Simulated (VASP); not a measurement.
Wanted: the native input for a VASP 6.6.1 run.

```
Task                   : single point
Functional             : PBE
Potentials or basis    : VASP PAW PBE potentials, release 64 (Fe, Pb_d, O)
Cutoff                 : 520 eV
k mesh                 : 6 × 6 × 6
Occupations            : gaussian, width 0.1 eV
Spin                   : collinear spin, ferromagnetic start
Starting moments       : [3.24, 3.24, 0.0, 0.0, 0.0, 0.0, 0.0, 0.0, 0.0, 0.0, 0.0, 0.0, 0.0, 0.0] μB
Dipole correction      : no
Further INCAR settings : ALGO = Normal; EDIFF = 1e-07; NBANDS = 77
```

The structure of FePb2O4 lies in POSCAR:

```
FePb2O4
1.0
    0.0000000000      4.7978078755      4.7978078755
    4.7978078755      0.0000000000      4.7978078755
    4.7978078755      4.7978078755      0.0000000000
Fe Pb O
2 4 8
Direct
    0.0000000000      0.0000000000      0.0000000000
    0.2500000000      0.2500000000      0.2500000000
    0.6250000000      0.6250000000      0.1250000000
    0.6250000000      0.6250000000      0.6250000000
    0.6250000000      0.1250000000      0.6250000000
    0.1250000000      0.6250000000      0.6250000000
    0.3326032980      0.8891322340      0.8891322340
    0.8891322340      0.8891322340      0.3326032980
    0.8891322340      0.3326032980      0.8891322340
    0.8891322340      0.8891322340      0.8891322340
    0.3608677660      0.3608677660      0.9173967020
    0.3608677660      0.9173967020      0.3608677660
    0.9173967020      0.3608677660      0.3608677660
    0.3608677660      0.3608677660      0.3608677660
```

One way to write it, as run:

INCAR

```
ALGO = Normal
EDIFF = 1E-7
ENCUT = 520
GGA = PE
ISIF = 2
ISMEAR = 0
ISPIN = 2
KPAR = 4
LASPH = True
LCHARG = True
LMAXMIX = 4
LORBIT = 11
LREAL = False
LVHAR = True
LWAVE = False
MAGMOM = 3.24 3.24 0 0 0 0 0 0 0 0 0 0 0 0
NBANDS = 77
NELM = 150
PREC = Accurate
SIGMA = 0.1
```

KPOINTS

```
k-points
0
Gamma
  6 6 6
```

Potentials or basis: VASP PAW PBE potentials, release 64 (Fe, Pb_d, O).

Command:

```sh
$ cat potpaw_PBE.64/Fe/POTCAR potpaw_PBE.64/Pb_d/POTCAR potpaw_PBE.64/O/POTCAR > POTCAR
$ mpirun -np 4 vasp_std > vasp.out
```

It gave:

| Property | Result |
| --- | --- |
| Pressure | 0.2 GPa |
| Largest force | 0.146 eV/Å |
| Band gap on the k mesh | zero (filled and empty bands overlap) |
| Net moment | 7.98 μB per cell |
| Site moments | Fe +3.24; Pb +0.04; O +0.08 μB |
| Valence electrons inside the program's atomic spheres | Fe 7.09; Pb 11.81; O 4.92 |

Caveat: spin-orbit coupling is left out, which moves the levels of the heavy elements; semilocal functionals often make such compounds metallic where correlation or magnetic order opens a gap, which also shifts bond lengths; the run started ferromagnetic, and an antiferromagnetic order may lie lower in energy.

Wall time 10 min on 4 MPI ranks on Oxide Virtual Turin-like Processor, on a shared host, peak memory 0.7 GiB a rank.
